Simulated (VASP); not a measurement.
# CdTe (F-43m) in VASP: G0W0 quasiparticle levels with PBE

Aim: the G0W0 quasiparticle levels of CdTe with PBE.

Program: VASP 6.6.1. These are calculated values, not measurements. Logs are shortened: lines on timing, memory, paths and dates and some standing lists are left out, and cuts for length are marked.

### 1 The cell of the first run

It takes space group F-43m (No. 216, cubic). Conventional cell: a = 6.560 Å, b = 6.560 Å, c = 6.560 Å, α = 90.00°, β = 90.00°, γ = 90.00°. Cd (site symmetry -43m) has 4 Te at 2.84 Å within 3.7 Å. Te (site symmetry -43m) has 4 Cd at 2.84 Å within 3.7 Å.

### 2 G0W0 quasiparticle levels, PBE

POSCAR

```
CdTe
1.0
    0.0000000000      3.2799551166      3.2799551166
    3.2799551166      0.0000000000      3.2799551166
    3.2799551166      3.2799551166      0.0000000000
Cd Te
1 1
Direct
    0.0000000000      0.0000000000      0.0000000000
    0.2500000000      0.2500000000      0.2500000000
```

INCAR.step1

```
ALGO = Normal ; EDIFF = 1E-8
ENCUT = 500 ; GGA = PE
ISMEAR = 0 ; LASPH = True
LCHARG = False ; LREAL = False
LWAVE = True ; NELM = 60
PREC = Accurate ; SIGMA = 0.01
```

INCAR.step2

```
ALGO = Exact ; EDIFF = 1E-8
ENCUT = 500 ; GGA = PE
ISMEAR = 0 ; ISTART = 1
LASPH = True ; LCHARG = False
LOPTICS = True ; LREAL = False
LWAVE = True ; NBANDS = 123
NELM = 1 ; PREC = Accurate
SIGMA = 0.01
```

INCAR.step3

```
ALGO = EVGW0 ; EDIFF = 1E-8
ENCUT = 500 ; ENCUTGW = 80.0
GGA = PE ; ISMEAR = 0
ISTART = 1 ; LASPH = True
LCHARG = False ; LREAL = False
LWAVE = False ; NBANDS = 123
NBANDSGW = 17 ; NELMGW = 1
NOMEGA = 96 ; OMEGAMAX = 30
PREC = Accurate ; PRECFOCK = Fast
SIGMA = 0.01
```

KPOINTS

```
k-points
0
Gamma
  4 4 4
```

Potentials or basis: VASP PAW PBE potentials, release 64 (Cd_GW, Te_GW).

Run with:

```sh
> cat potpaw_PBE.64/Cd_GW/POTCAR potpaw_PBE.64/Te_GW/POTCAR > POTCAR
> cp INCAR.step1 INCAR
> mpirun -np 1 vasp_std > vasp.out
> cp INCAR.step2 INCAR
> mpirun -np 1 vasp_std > vasp.out
> cp INCAR.step3 INCAR
> mpirun -np 1 vasp_std > vasp.out
```

OUTCAR:

```text
EDIFF = 1E-8
   ENCUT = 500
   ENCUTGW = 80.0
   GGA = PE
   ISMEAR = 0
   ISTART = 1
   LASPH = True
   LREAL = False
   NELMGW = 1
   PREC = Accurate
   PRECFOCK = Fast

 ion  position               nearest neighbor table
   1  0.000  0.000  0.000-   2 2.84   2 2.84   2 2.84   2 2.84
   2  0.250  0.250  0.250-   1 2.84   1 2.84   1 2.84   1 2.84

  LATTYP: Found a face centered cubic cell.
 ALAT       =     6.5599102332

  Lattice vectors:

 A1 = (   0.0000000000,   3.2799551166,   3.2799551166)
 A2 = (   3.2799551166,   0.0000000000,   3.2799551166)
 A3 = (   3.2799551166,   3.2799551166,   0.0000000000)

Analysis of symmetry for initial positions (statically):
=====================================================================
 Subroutine PRICEL returns:
 Original cell was already a primitive cell.

 Routine SETGRP: Setting up the symmetry group for a
 face centered cubic supercell.

 Subroutine GETGRP returns: Found 24 space group operations
 (whereof 24 operations were pure point group operations)
 out of a pool of 48 trial point group operations.

The static configuration has the point symmetry T_d .

Analysis of symmetry for dynamics (positions and initial velocities):
=====================================================================
 Subroutine PRICEL returns:
 Original cell was already a primitive cell.

 Routine SETGRP: Setting up the symmetry group for a
 face centered cubic supercell.

 Subroutine GETGRP returns: Found 24 space group operations
 (whereof 24 operations were pure point group operations)
 out of a pool of 48 trial point group operations.

The dynamic configuration has the point symmetry T_d .

 Subroutine INISYM returns: Found 24 space group operations
 (whereof 24 operations are pure point group operations),
 and found     1 'primitive' translations

----------------------------------------------------------------------------------------

                                     Primitive cell

  volume of cell :      70.5722

  direct lattice vectors                    reciprocal lattice vectors
     0.000000000  3.279955117  3.279955117    -0.152441110  0.152441110  0.152441110
     3.279955117  0.000000000  3.279955117     0.152441110 -0.152441110  0.152441110
     3.279955117  3.279955117  0.000000000     0.152441110  0.152441110 -0.152441110

  length of vectors
     4.638557010  4.638557010  4.638557010     0.264035748  0.264035748  0.264035748

  position of ions in fractional coordinates (direct lattice)
     0.000000000  0.000000000  0.000000000
     0.250000000  0.250000000  0.250000000

  ion indices of the primitive-cell ions
   primitive index   ion index
                 1           1
                 2           2

----------------------------------------------------------------------------------------

 KPOINTS: k-points

Automatic generation of k-mesh.
 Grid dimensions read from file:
 generate k-points for:    4    4    4

 Generating k-lattice:

  Cartesian coordinates                     Fractional coordinates (reciprocal lattice)
    -0.038110278  0.038110278  0.038110278     0.250000000  0.000000000  0.000000000
     0.038110278 -0.038110278  0.038110278     0.000000000  0.250000000  0.000000000
     0.038110278  0.038110278 -0.038110278     0.000000000  0.000000000  0.250000000

  Length of vectors
     0.066008937  0.066008937  0.066008937

  Shift w.r.t. Gamma in fractional coordinates (k-lattice)
     0.000000000  0.000000000  0.000000000

 Subroutine IBZKPT returns following result:
 ===========================================

 Found      8 irreducible k-points:

 Following reciprocal coordinates:
            Coordinates               Weight
  0.000000  0.000000  0.000000      1.000000
  0.250000  0.000000  0.000000      8.000000
  0.500000  0.000000  0.000000      4.000000
  0.250000  0.250000  0.000000      6.000000
  0.500000  0.250000  0.000000     24.000000
 -0.250000  0.250000  0.000000     12.000000
  0.500000  0.500000  0.000000      3.000000
 -0.250000  0.500000  0.250000      6.000000
   k-points           NKPTS =      8   k-points in BZ     NKDIM =     64   number of bands    NBANDS=    123
   number of dos      NEDOS =    301   number of ions     NIONS =      2
   total plane-waves  NPLWV =  46656
   dimension x,y,z NGX =    36 NGY =   36 NGZ =   36
   dimension x,y,z NGXF=    72 NGYF=   72 NGZF=   72
   ions per type =               1   1
   NGX,Y,Z   is equivalent  to a cutoff of  12.90, 12.90, 12.90 a.u.
   NGXF,Y,Z  is equivalent  to a cutoff of  25.80, 25.80, 25.80 a.u.
 SYSTEM =  unknown system
   PREC   = accura    normal or accurate (medium, high low for compatibility)
   ISTART =      1    job   : 0-new  1-cont  2-samecut
   ICHARG =      0    charge: 1-file 2-atom 10-const
   ISPIN  =      1    spin polarized calculation?
   LNONCOLLINEAR =      F non collinear calculations
   LSORBIT =      F    spin-orbit coupling
   LASPH  =      T    aspherical Exc in radial PAW
   ENCUT  =  500.0 eV  36.75 Ry    6.06 a.u.   8.46  8.46  8.46*2*pi/ulx,y,z
   NELM   =     60;   NELMIN=  2; NELMDL=  0     # of ELM steps
   EDIFF  = 0.1E-07   stopping-criterion for ELM
   LREAL  =      F    real-space projection
   EDIFFG = 0.1E-06   stopping-criterion for IOM
   NSW    =      0    number of steps for IOM
   IBRION =     -1    ionic relax: 0-MD 1-quasi-New 2-CG
   NFREE  =      0    steps in history (QN), initial steepest desc. (CG)
   ISIF   =      0    stress and relaxation
   ISYM   =      3    0-nonsym 1-usesym 2-fastsym
   POTIM  = 0.5000    time-step for ionic-motion
   TEBEG  =    0.0;   TEEND  =   0.0 temperature during run
   PSTRESS=    0.0 pullay stress
   NELECT =      18.0000    total number of electrons
   NUPDOWN=      -1.0000    fix difference up-down
   EMIN   =  10.00;   EMAX   =-10.00  energy-range for DOS
   EFERMI =   0.00;   METHOD = LEGACY
   ISMEAR =     0;   SIGMA  =   0.01  broadening in eV -4-tet -1-fermi 0-gaus
   EFERMI_NEDOS =   21; number of points for ismear=-14 and -15
   IALGO  =     38    algorithm
   IMIX   =      4    mixing-type and parameters
     AMIX     =   0.40;   BMIX     =  1.00
     AMIX_MAG =   1.60;   BMIX_MAG =  1.00
  volume/ion in A,a.u.               =      35.29       238.12
  Fermi-wavevector in a.u.,A,eV,Ry     =   1.038216  1.961944 14.665621  1.077893
  Thomas-Fermi vector in A             =   2.172690
   LORBIT       =      0    0 simple, 1 ext, 2 COOP (PROOUT), +10 PAW based schemes
   GGA     = PE    functional components
   LHFCALC =     T    Hartree Fock is set to
   PRECFOCK=fast      Normal, Fast or Accurate (Low or Medium for compatibility)
   ENCUT4O =  -1.0   cutoff for four orbital integrals eV
   NKREDX  =     1    reduce k-point grid by
   NKREDY  =     1    reduce k-point grid by
   NKREDZ  =     1    reduce k-point grid by
   AEXX    =    1.0000 exact exchange contribution
   HFSCREEN=    0.0000 screening length (either q_TF or 0.3 A-1)
   HFSCREENC=   0.0000 screening length for correlation (either q_TF or 0.3 A-1)
   ENCUTFOCK=  -1.0 apply spherical cutoff to Coloumb kernel
   IVDW    =     0    specifies the selected vdW correction
   LEPSILON=     F    determine dielectric tensor
   LRPA    =     F    only Hartree local field effects (RPA)
   LRPAFORCE           =     F    calculate RPA forces
   ENCUTGW             =  80.0    cutoff for response function in eV
   ENCUTGWSOFT         =  64.0    soft cutoff for Coulomb kernel in GW response function in eV
   ENCUTLF             =  -1.0    cutoff for local field effects
   NELMGW              =     1    number of iterations in solving QP/BSE equation
   NELMHF              =     1    number of iterations in the inner HF iteration
   NKREDLFX            =     1    NKREDLFY  =   1   NKREDLFZ  =   1
 non-spin polarized calculation
 Gauss-broadening in eV      SIGMA  =   0.01
  energy-cutoff  :      500.00
  volume of cell :       70.57
 maximum number of plane-waves:      1812
 NGX is ok and might be reduce to    36
  NGX = 20; NGY = 20; NGZ = 20
   NGX = 17   NGY = 17   NGZ = 17
 maximum number of plane-waves:       125
 NGX is ok and might be reduce to    14

 QP shifts <psi_nk| G(iteration)W_0 |psi_nk>: iteration 1
 for sc-GW calculations column KS-energies equals QP-energies in previous step
 and V_xc(KS)=  KS-energies - (<T + V_ion + V_H > + <T+V_H+V_ion>^1  + <V_x>^1)

 k-point   1 :       0.0000    0.0000    0.0000
  band No.  KS-energies  QP-energies   sigma(KS)   V_xc(KS)     V^pw_x(r,r')   Z            occupation Imag(sigma)

      1      -7.9821      -8.1744     -11.2077     -10.8988     -17.1856       0.6227       2.0000       0.9947
      2      -5.2187      -6.6078     -17.3212     -15.2599     -22.9975       0.6739       2.0000       0.4065
      3      -5.2187      -6.6078     -17.3212     -15.2599     -22.9975       0.6739       2.0000       0.4065
      4      -5.2187      -6.6078     -17.3212     -15.2599     -22.9975       0.6739       2.0000       0.4065
      5      -4.9865      -6.4282     -17.6202     -15.4955     -23.2287       0.6785       2.0000       0.3554
      6      -4.9865      -6.4282     -17.6202     -15.4955     -23.2287       0.6785       2.0000       0.3554
[... 9 lines left out ...]
     16      12.3662      12.5381      -8.5376      -8.7697      -3.8705       0.7405       0.0000      -0.3060
     17      13.0340      12.8890      -6.8465      -6.6508      -1.8947       0.7411       0.0000      -0.3719

 k-point   2 :       0.2500    0.0000    0.0000
  band No.  KS-energies  QP-energies   sigma(KS)   V_xc(KS)     V^pw_x(r,r')   Z            occupation Imag(sigma)

      1      -7.7988      -8.0301     -11.5700     -11.2061     -17.4698       0.6357       2.0000       0.9675
      2      -5.1868      -6.5805     -17.3711     -15.3037     -23.0453       0.6741       2.0000       0.4036
      3      -5.1868      -6.5805     -17.3711     -15.3037     -23.0453       0.6741       2.0000       0.4036
      4      -5.0297      -6.3786     -17.0799     -15.0891     -22.6781       0.6776       2.0000       0.4218
      5      -4.9866      -6.4262     -17.6188     -15.4952     -23.2307       0.6779       2.0000       0.3568
      6      -4.9866      -6.4262     -17.6188     -15.4952     -23.2307       0.6779       2.0000       0.3568
[... 9 lines left out ...]
     16      11.4382      11.4865      -7.8676      -7.9324      -3.3351       0.7465       0.0000      -0.2692
     17      13.7351      13.8046      -7.7112      -7.8046      -2.5423       0.7436       0.0000      -0.4586

 k-point   3 :       0.5000    0.0000    0.0000
  band No.  KS-energies  QP-energies   sigma(KS)   V_xc(KS)     V^pw_x(r,r')   Z            occupation Imag(sigma)

      1      -7.6193      -7.9063     -12.0510     -11.6083     -17.8928       0.6483       2.0000       0.9232
      2      -5.1622      -6.5611     -17.4024     -15.3290     -23.0704       0.6747       2.0000       0.3999
      3      -5.1622      -6.5611     -17.4024     -15.3290     -23.0704       0.6747       2.0000       0.3999
      4      -4.9782      -6.4177     -17.6406     -15.5180     -23.2606       0.6781       2.0000       0.3584
      5      -4.9782      -6.4177     -17.6406     -15.5180     -23.2606       0.6781       2.0000       0.3584
      6      -4.6579      -5.9473     -17.0775     -15.1874     -22.5831       0.6822       2.0000       0.4188
[... 9 lines left out ...]
     16      13.2216      13.4013      -8.2839      -8.5253      -3.2099       0.7444       0.0000      -0.4227
     17      14.1630      14.4952      -8.4600      -8.9012      -3.2257       0.7530       0.0000      -0.5639

 k-point   4 :       0.2500    0.2500    0.0000
  band No.  KS-energies  QP-energies   sigma(KS)   V_xc(KS)     V^pw_x(r,r')   Z            occupation Imag(sigma)

      1      -7.7396      -7.9856     -11.6997     -11.3161     -17.5779       0.6412       2.0000       0.9603
      2      -5.1499      -6.5501     -17.4352     -15.3610     -23.1102       0.6751       2.0000       0.4008
      3      -5.1499      -6.5501     -17.4352     -15.3610     -23.1102       0.6751       2.0000       0.4008
      4      -5.0674      -6.4486     -17.1856     -15.1434     -22.7786       0.6763       2.0000       0.3979
      5      -4.9726      -6.4137     -17.6420     -15.5178     -23.2569       0.6784       2.0000       0.3552
      6      -4.9534      -6.3320     -17.2845     -15.2530     -22.8684       0.6787       2.0000       0.3935
[... 37 lines left out ...]
      2      -5.1476      -6.5473     -17.4385     -15.3648     -23.1137       0.6750       2.0000       0.3998
      3      -5.1454      -6.5514     -17.4213     -15.3420     -23.0843       0.6761       2.0000       0.3990
      4      -4.9924      -6.4284     -17.5956     -15.4750     -23.2083       0.6772       2.0000       0.3598
      5      -4.9924      -6.4284     -17.5956     -15.4750     -23.2083       0.6772       2.0000       0.3598
      6      -4.7224      -6.0080     -16.9540     -15.0689     -22.4636       0.6819       2.0000       0.4265
[... 9 lines left out ...]
     16      13.9867      14.0080      -7.4321      -7.4607      -2.3114       0.7480       0.0000      -0.4730
     17      14.3014      14.4792      -8.2136      -8.4523      -3.1236       0.7449       0.0000      -0.4910

 k-point   7 :       0.5000    0.5000    0.0000
  band No.  KS-energies  QP-energies   sigma(KS)   V_xc(KS)     V^pw_x(r,r')   Z            occupation Imag(sigma)

      1      -7.5092      -7.8347     -12.3662     -11.8701     -18.1822       0.6561       2.0000       0.8995
      2      -5.0741      -6.4907     -17.5055     -15.4128     -23.1538       0.6769       2.0000       0.3863
      3      -5.0741      -6.4907     -17.5055     -15.4128     -23.1538       0.6769       2.0000       0.3863
      4      -5.0741      -6.4907     -17.5055     -15.4128     -23.1538       0.6769       2.0000       0.3863
      5      -4.9588      -6.4025     -17.6644     -15.5402     -23.2844       0.6797       2.0000       0.3543
      6      -4.5282      -5.7533     -16.7787     -14.9890     -22.2142       0.6845       2.0000       0.4328
[... 9 lines left out ...]
     16      14.5297      14.7073      -8.5497      -8.7875      -3.5271       0.7471       0.0000      -0.4940
     17      14.5297      14.7073      -8.5497      -8.7875      -3.5271       0.7471       0.0000      -0.4940

 k-point   8 :      -0.2500    0.5000    0.2500
  band No.  KS-energies  QP-energies   sigma(KS)   V_xc(KS)     V^pw_x(r,r')   Z            occupation Imag(sigma)

      1      -7.5107      -7.8330     -12.3632     -11.8709     -18.1879       0.6547       2.0000       0.8981
      2      -5.1100      -6.5270     -17.5177     -15.4262     -23.1890       0.6775       2.0000       0.3950
      3      -5.1028      -6.5107     -17.4521     -15.3723     -23.1072       0.6770       2.0000       0.3925
      4      -5.0122      -6.4471     -17.5900     -15.4702     -23.2114       0.6769       2.0000       0.3658
      5      -4.9851      -6.4208     -17.5999     -15.4812     -23.2138       0.6776       2.0000       0.3585
      6      -4.4574      -5.6800     -16.9193     -15.1335     -22.3629       0.6846       2.0000       0.4265
[... 9 lines left out ...]
     16      14.1402      14.1593      -7.7733      -7.7990      -2.7041       0.7423       0.0000      -0.4968
     17      14.3835      14.6997      -8.5512      -8.9790      -3.3216       0.7392       0.0000      -0.5033
```

Run time: 4.3 min. Hardware: 1 thread of Intel Xeon Platinum 8559C (Emerald Rapids), shared host; peak memory 0.88 GiB.

What came out:

| Item | Value |
| --- | --- |
| Quasiparticle gap | 1.34 eV |
| Least direct quasiparticle gap | 1.34 eV |
| Band gap of the starting levels on the mesh | 0.65 eV |
| Least direct gap of the starting levels on the mesh | 0.65 eV |

Caveat: the k points lie up to 0.41 Å⁻¹ apart; bands, screening cutoff and mesh are small and nothing is extrapolated, so the quasiparticle values aren't converged; spin-orbit coupling is left out, which moves the levels of the heavy elements.
